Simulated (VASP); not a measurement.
A run of VASP 6.6.1 is set up as follows.

Contents of INCAR:

```
SYSTEM = BaSc
PREC     = Accurate       ! precision mode
ENCUT    = 520            ! plane-wave cutoff, eV
EDIFF    = 1E-6           ! SCF threshold, eV
ISMEAR   = 0              ! smearing method
SIGMA    = 0.1            ! smearing width, eV
LREAL    = .FALSE.        ! projectors in reciprocal space
LASPH    = .TRUE.         ! aspherical terms in the spheres
NELM     = 100            ! most SCF steps
ALGO     = Normal         ! electronic algorithm
ISIF     = 2              ! what is computed and relaxed
LWAVE    = .FALSE.        ! write WAVECAR
LCHARG   = .TRUE.         ! write CHGCAR
GGA      = PE             ! functional
LELF     = .TRUE.         ! ELF
LVHAR    = .TRUE.       
NBANDS   = 18             ! bands
```

The input KPOINTS:

```
Automatic mesh
0
G
  10 10 10
  0 0 0
```

The input POSCAR:

```
BaSc
1.0
    4.2462544414      0.0000000000      0.0000000000
    0.0000000000      4.2462544414      0.0000000000
    0.0000000000      0.0000000000      4.2462544414
Ba Sc
1 1
Direct
    0.5000000000      0.5000000000      0.5000000000
    0.0000000000      0.0000000000      0.0000000000
```

Potentials or basis: VASP PAW PBE potentials, release 64 (Ba_sv, Sc_sv).

Launch:

```bash
$ cat potpaw_PBE.64/Ba_sv/POTCAR potpaw_PBE.64/Sc_sv/POTCAR > POTCAR
$ mpirun -np 1 vasp_std > vasp.out
```

**Question.** What does it give for the pressure?

**Answer.** 0.2 GPa.
